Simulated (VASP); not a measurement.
**Fe: single point with PBE**

Crystal: Fe.

```
Fe
1.0
    -1.44300    1.44300    1.44300
     1.44300   -1.44300    1.44300
     1.44300    1.44300   -1.44300
Fe
1
Cartesian
  0.0000 0.0000 0.0000
```

```json
{
 "Program": "VASP 6.6.1",
 "Task": "single point",
 "Functional": "PBE",
 "Potentials or basis": "VASP PAW PBE potentials, release 64 (Fe)",
 "Cutoff": "520 eV",
 "k mesh": "13 × 13 × 13",
 "Occupations": "gaussian, width 0.014 eV",
 "Spin": "collinear spin, ferromagnetic start",
 "Starting moments": "[3.0] μB",
 "Dipole correction": "no",
 "Further INCAR settings": "ALGO = Normal; EDIFF = 1e-06; NBANDS = 14"
}
```

The pressure is -9.3 GPa and the net moment is 2.28 μB per cell. The site moments are Fe +2.29 μB. The valence electrons inside the program's atomic spheres are Fe 7.16.

Levels at points of the mesh, in eV from the Fermi level:
Spin up:
| k point | band 2 | band 3 | band 4 | band 5 | band 6 | band 7 | band 8 | band 9 |
| --- | --- | --- | --- | --- | --- | --- | --- | --- |
| (0.00, 0.00, 0.00) | -2.18 | -2.18 | -2.18 | -1.07 | -1.07 | 24.53 | 24.53 | 24.53 |
Spin down:
| k point | band 1 | band 2 | band 3 | band 4 | band 5 | band 6 | band 7 |
| --- | --- | --- | --- | --- | --- | --- | --- |
| (0.00, 0.00, 0.00) | -7.91 | -0.16 | -0.16 | -0.16 | 1.76 | 1.76 | 24.23 |

Run time: 60 s on 1 thread of Intel Xeon 8259CL, with other jobs on the host, peak memory 0.14 GiB.

Caveat: the cell stands under tension.
